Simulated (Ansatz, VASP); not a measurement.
# AlAs: VASP beside Ansatz

File INCAR:

```
SYSTEM = AlAs
PREC = Accurate ; ENCUT = 500
EDIFF = 1E-6 ; ISMEAR = 0
SIGMA = 0.1 ; LREAL = .FALSE.
LASPH = .TRUE. ; NELM = 120
ALGO = Normal ; ISIF = 2
LWAVE = .FALSE. ; LCHARG = .TRUE.
LELF = .TRUE. ; LVHAR = .TRUE.
NBANDS = 11 ; GGA_COMPAT = .FALSE.
```

KPOINTS

```
regular mesh
0
G
  6 6 6
  0 0 0
```

POSCAR

```
AlAs
1.0
    0.0000000000      2.8305000000      2.8305000000
    2.8305000000      0.0000000000      2.8305000000
    2.8305000000      2.8305000000      0.0000000000
Al As
1 1
Direct
    0.0000000000      0.0000000000      0.0000000000
    0.2500000000      0.2500000000      0.2500000000
```

Input for Ansatz:

```yaml
crystal:
  lattice:
    - [0.0, 2.8305, 2.8305]
    - [2.8305, 0.0, 2.8305]
    - [2.8305, 2.8305, 0.0]
  atoms:
    - { symbol: Al, position: [0.0, 0.0, 0.0] }
    - { symbol: As, position: [0.25, 0.25, 0.25] }
basis:
  ecutwfc: 420
kpoints:
  mp_grid: { grid: [6, 6, 6] }
hamiltonian:
  xc: lda
  pseudopotentials: { kind: paw, azcp: { folder: soft_1 } }
scf:
  occupations: { method: gaussian, width: 0.1 }
output:
  forces: true
  stress: true
  eigenvalues: true
```

Alike in both runs: task single point; functional LDA; k mesh 6 × 6 × 6; occupations gaussian, width 0.1 eV; no spin polarisation.

|  | VASP | Ansatz |
| --- | --- | --- |
| version | VASP 6.6.1 | Ansatz 0.2.0 |
| potentials or method | VASP PAW LDA potentials, release 64 (Al, As), cutoff 500 eV | scalar-relativistic, plane waves, PAW |
| valence electrons in the cell | 8 | 18 |

|  | VASP | Ansatz | Ansatz less VASP |
| --- | --- | --- | --- |
| gap on the k mesh at the Fermi level (eV) | 1.33 | 1.35 | +0.013 |
| least direct gap on the mesh (eV) | 1.88 | 1.85 | -0.033 |
| pressure (GPa) | -0.9 | -1.2 | -0.33 |

Ansatz warns that its potentials were made for another functional, while VASP's fit it. LDA's correlation is that of Perdew and Zunger in VASP and of Perdew and Wang (1992) in Ansatz. VASP's potentials hold 8 valence electrons a cell and Ansatz's 18, so a difference there can come from the potentials and not from the codes.
